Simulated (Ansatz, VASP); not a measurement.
Two plane-wave programs on Pt

```
Pt
1.0
     0.00000    1.96090    1.96090
     1.96090    0.00000    1.96090
     1.96090    1.96090    0.00000
Pt
1
Direct
  0.00000 0.00000 0.00000
```

Alike in both runs: task single point; functional LDA; k mesh 15 × 15 × 15; no spin polarisation.

|  | VASP | Ansatz |
| --- | --- | --- |
| version | VASP 6.6.1 | Ansatz 0.2.0 |
| potentials or method | VASP PAW LDA potentials, release 64 (Pt), cutoff 500 eV | plane waves, PAW |
| occupations | fermi-dirac, width 0.1 eV | fermi-dirac |
| valence electrons in the cell | 10 | 18 |

Ansatz gave:

```
pressure (GPa) : -5.8
```

Which values does VASP return?

Pressure (GPa): -5.1.

LDA's correlation is that of Perdew and Zunger in VASP and of Perdew and Wang (1992) in Ansatz. VASP's potentials hold 10 valence electrons a cell and Ansatz's 18, so a difference there can come from the potentials and not from the codes.

Neither program's run includes spin-orbit coupling.
